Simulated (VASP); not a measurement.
# GaN (Fm-3m) in VASP: a series of runs, part 2 of 2

VASP 6.6.1.

## Step 4: Single point, r2SCAN

This run uses another cell than the first one, of 8.86 Å³/atom, 0.842 times its volume.

POSCAR reads:

```
GaN
1.0
    0.0000000000      2.0692100263      2.0692100263
    2.0692100263      0.0000000000      2.0692100263
    2.0692100263      2.0692100263      0.0000000000
Ga N
1 1
Direct
    0.5000000000      0.5000000000      0.5000000000
    0.0000000000      0.0000000000      0.0000000000
```

INCAR.step1 reads:

```
PREC = Accurate
ENCUT = 520
ISMEAR = 0
SIGMA = 0.05
LREAL = False
LASPH = True
NELM = 100
NBANDS = 16
GGA = PE
ALGO = Normal
EDIFF = 1E-4
LWAVE = True
LCHARG = False
```

INCAR.step2 reads:

```
PREC = Accurate
ENCUT = 520
EDIFF = 1E-6
ISMEAR = 0
SIGMA = 0.05
LREAL = False
LASPH = True
NELM = 100
ALGO = Normal
ISIF = 2
LWAVE = False
LCHARG = False
METAGGA = R2SCAN
LMIXTAU = True
NBANDS = 16
ISTART = 1
```

KPOINTS reads:

```
Automatic mesh
0
Gamma
  10 10 10
```

Potentials or basis: VASP PAW PBE potentials, release 64 (Ga_d, N).

Command:

```console
$ cat potpaw_PBE.64/Ga_d/POTCAR potpaw_PBE.64/N/POTCAR > POTCAR
$ cp INCAR.step1 INCAR
$ mpirun -np 1 vasp_std > vasp.out
$ cp INCAR.step2 INCAR
$ mpirun -np 1 vasp_std > vasp.out
```

OUTCAR:

```text
PREC = Accurate
   ENCUT = 520
   EDIFF = 1E-6
   ISMEAR = 0
   LREAL = False
   LASPH = True
   NELM = 100
   ISIF = 2
   METAGGA = R2SCAN
   ISTART = 1

 ion  position               nearest neighbor table
   1  0.500  0.500  0.500-   2 2.07   2 2.07   2 2.07   2 2.07   2 2.07   2 2.07
   2  0.000  0.000  0.000-   1 2.07   1 2.07   1 2.07   1 2.07   1 2.07   1 2.07

  LATTYP: Found a face centered cubic cell.
 ALAT       =     4.1384200526

  Lattice vectors:

 A1 = (   0.0000000000,   2.0692100263,   2.0692100263)
 A2 = (   2.0692100263,   0.0000000000,   2.0692100263)
 A3 = (   2.0692100263,   2.0692100263,   0.0000000000)

Analysis of symmetry for initial positions (statically):
=====================================================================
 Subroutine PRICEL returns:
 Original cell was already a primitive cell.

 Routine SETGRP: Setting up the symmetry group for a
 face centered cubic supercell.

 Subroutine GETGRP returns: Found 48 space group operations
 (whereof 48 operations were pure point group operations)
 out of a pool of 48 trial point group operations.

The static configuration has the point symmetry O_h .

Analysis of symmetry for dynamics (positions and initial velocities):
[... 164 lines left out ...]
 fundamental gap:      1.5678646533
 Fermi energy:         8.7425648796

 k-point     1 :       0.0000    0.0000    0.0000
  band No.  band energies     occupation
      1     -10.2533      2.00000
      2      -5.8816      2.00000
      3      -5.8816      2.00000
      4      -5.8816      2.00000
      5      -5.7996      2.00000
      6      -5.7996      2.00000
[... 433 lines left out ...]
      3      -5.7541      2.00000
      4      -5.6789      2.00000
      5      -5.6148      2.00000
      6      -4.8229      2.00000
[... 8 lines left out ...]
     15      35.1646      0.00000
     16      36.9930      0.00000

 [... further k-points ...]

------------------------ aborting loop because EDIFF is reached ----------------------------------------

  FORCE on cell =-STRESS in cart. coord.  units (eV):
  Direction    XX          YY          ZZ          XY          YZ          ZX
  --------------------------------------------------------------------------------------
  -------------------------------------------------------------------------------------
  Total        1.8995205      1.8995205      1.8995205      0.0000000     -0.0000000      0.0000000
  in kB      171.7555773    171.7555773    171.7555773      0.0000000     -0.0000000      0.0000000
  external PRESSURE =     171.7555773 kB  Pullay stress =       0.0000000 kB

 VOLUME and BASIS-vectors are now :
 -----------------------------------------------------------------------------
  energy-cutoff  :      520.00
  volume of cell :       17.72
      direct lattice vectors                 reciprocal lattice vectors
     0.000000000  2.069210026  2.069210026    -0.241638110  0.241638110  0.241638110
     2.069210026  0.000000000  2.069210026     0.241638110 -0.241638110  0.241638110
     2.069210026  2.069210026  0.000000000     0.241638110  0.241638110 -0.241638110

 POSITION                                       TOTAL-FORCE (eV/Angst)
 -----------------------------------------------------------------------------------
      2.06921      2.06921      2.06921         0.000000     -0.000000      0.000000
      0.00000      0.00000      0.00000        -0.000000      0.000000     -0.000000
 -----------------------------------------------------------------------------------
    total drift:                                0.000000     -0.000000      0.000000

  FREE ENERGIE OF THE ION-ELECTRON SYSTEM (eV)
  ---------------------------------------------------
  free  energy   TOTEN  =       -20.9180374870 eV

  energy  without entropy=      -20.9180374870  energy(sigma->0) =      -20.91803749
```

It took 2.1 min on 1 thread of AMD EPYC 7R13, shared host; peak memory 0.12 GiB.

What came out:

| Item | Value |
| --- | --- |
| Free energy | -20.9180 eV |
| Pressure | 17.2 GPa |
| Band gap on the k mesh | 1.57 eV, indirect (least direct gap 4.18 eV) |

Levels at points of the mesh, in eV from the valence-band top:
| k point | band 7 | band 8 | band 9 | band 10 | band 11 | band 12 |
| --- | --- | --- | --- | --- | --- | --- |
| (0.00, 0.00, 0.00) | -0.58 | -0.58 | -0.58 | 3.61 | 15.87 | 15.87 |
| (0.50, 0.00, 0.00) | -8.67 | -0.15 | -0.15 | 5.69 | 10.23 | 10.23 |
| (0.50, 0.50, 0.00) | -7.71 | -3.34 | -3.34 | 1.57 | 8.61 | 13.77 |

Caveat: the PAW data sets were made with another functional, which shifts forces and pressure a little. r2SCAN opens gaps a little over a GGA but as a rule still falls short of measured ones.

## Step 5: Single point, r2SCAN (volume scaled by 0.96)

POSCAR reads:

```
GaN
1.0
    0.0000000000      2.0799647958      2.0799647958
    2.0799647958      0.0000000000      2.0799647958
    2.0799647958      2.0799647958      0.0000000000
Ga N
1 1
Direct
    0.5000000000      0.5000000000      0.5000000000
    0.0000000000      0.0000000000      0.0000000000
```

INCAR.step1 reads:

```
ALGO = Normal
EDIFF = 1E-4
ENCUT = 520
GGA = PE
ISMEAR = 0
LASPH = T
LCHARG = F
LREAL = F
LWAVE = T
NBANDS = 16
NELM = 80
PREC = Accurate
SIGMA = 0.05
```

INCAR.step2 reads:

```
ALGO = Normal
EDIFF = 1E-7
ENCUT = 520
ISIF = 2
ISMEAR = 0
ISTART = 1
LASPH = T
LCHARG = F
LMIXTAU = T
LREAL = F
LWAVE = F
METAGGA = R2SCAN
NBANDS = 16
NELM = 80
PREC = Accurate
SIGMA = 0.05
```

KPOINTS reads:

```
k-points
0
Gamma
  10 10 10
```

Command:

```console
$ cat potpaw_PBE.64/Ga_d/POTCAR potpaw_PBE.64/N/POTCAR > POTCAR
$ cp INCAR.step1 INCAR
$ mpirun -np 1 vasp_std > vasp.out
$ cp INCAR.step2 INCAR
$ mpirun -np 1 vasp_std > vasp.out
```

Wall time 2.1 min (1 thread of AMD EPYC 7R13, shared host); peak memory 0.12 GiB.

It converged, with:

| Quantity | Value |
| --- | --- |
| Free energy | -20.9440 eV |
| Pressure | 12.5 GPa |
| Band gap on the k mesh | 1.46 eV, indirect (least direct gap 3.96 eV) |

Levels at points of the mesh, in eV from the valence-band top:
| k point | band 6 | band 7 | band 8 | band 9 | band 10 | band 11 | band 12 | band 13 |
| --- | --- | --- | --- | --- | --- | --- | --- | --- |
| (0.00, 0.00, 0.00) | -14.25 | -0.56 | -0.56 | -0.56 | 3.41 | 15.77 | 15.77 | 15.77 |
| (0.50, 0.00, 0.00) | -14.08 | -8.58 | -0.15 | -0.15 | 5.61 | 10.14 | 10.14 | 11.03 |
| (0.50, 0.50, 0.00) | -11.39 | -7.58 | -3.28 | -3.28 | 1.46 | 8.59 | 13.60 | 16.35 |

Caveat: the cell differs from its parent crystal (volume scaled by 0.96); the PAW data sets were made with another functional, which shifts forces and pressure a little. A k mesh can miss the band edges.

## Step 6: Overview

| level | cell | gap on the mesh (eV) | pressure (GPa) |
| --- | --- | --- | --- |
| BLYP | a = 3.099 Å, angles 60.0°, 2 atoms | none | -5.4 |
| r2SCAN | a = 2.818 Å, angles 60.0°, 2 atoms | 2.40 | 63.1 |
| r2SCAN | a = 2.926 Å, angles 60.0°, 2 atoms | 1.57 | 17.2 |
| r2SCAN | a = 2.942 Å, angles 60.0°, 2 atoms | 1.46 | 12.5 |

Alike in all rows: task single point; potentials or basis VASP PAW PBE potentials, release 64 (Ga_d, N); no spin polarisation; k mesh 10 × 10 × 10; cutoff (eV) 520; smearing gaussian 0.05 eV.

Caveats: the PAW data sets were made with another functional, which shifts forces and pressure a little.

Absolute energies hang on the potentials; compare differences alone.
